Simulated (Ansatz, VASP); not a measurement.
**One calculation of Si4N, two programs**

```
Si N
1.0
     3.83334    0.00000    0.00000
     0.00000    3.83334    0.00000
     0.00000    0.00000   21.10348
Si N
4 1
Direct
  0.00000 0.50000 0.18954
  0.00000 0.00000 0.25376
  0.50000 0.00000 0.32071
  0.50000 0.50000 0.38399
  0.50000 0.75000 0.52614
```

Alike in both runs: task single point; functional PBE; dispersion D3(BJ); k mesh 7 × 7 × 1; occupations gaussian, width 0.05 eV; collinear spin.

```csv
,VASP,Ansatz
version,VASP 6.6.1,Ansatz 0.2.0
potentials or method,"VASP PAW PBE potentials, release 64 (Si, N), cutoff 520 eV","scalar-relativistic, plane waves, PAW"
valence electrons in the cell,21,21
```

```csv
,VASP,Ansatz,Ansatz less VASP
gap on the k mesh at the Fermi level (eV),none,none,-
rms of the force components (eV/Å),0.130,0.130,+0.0005
net moment per atom (μB),0.53,0.53,0.000
size of the moment on the site where the two differ most (μB),1.86,2.66,+0.800
```

Site moments also hang on the region over which each program counts them. Atom by atom the forces differ by 0.002 eV/Å (rms over components). A gap of «none» marks a metal or a gap that the smearing closes. Ansatz's warnings: stability check not made.
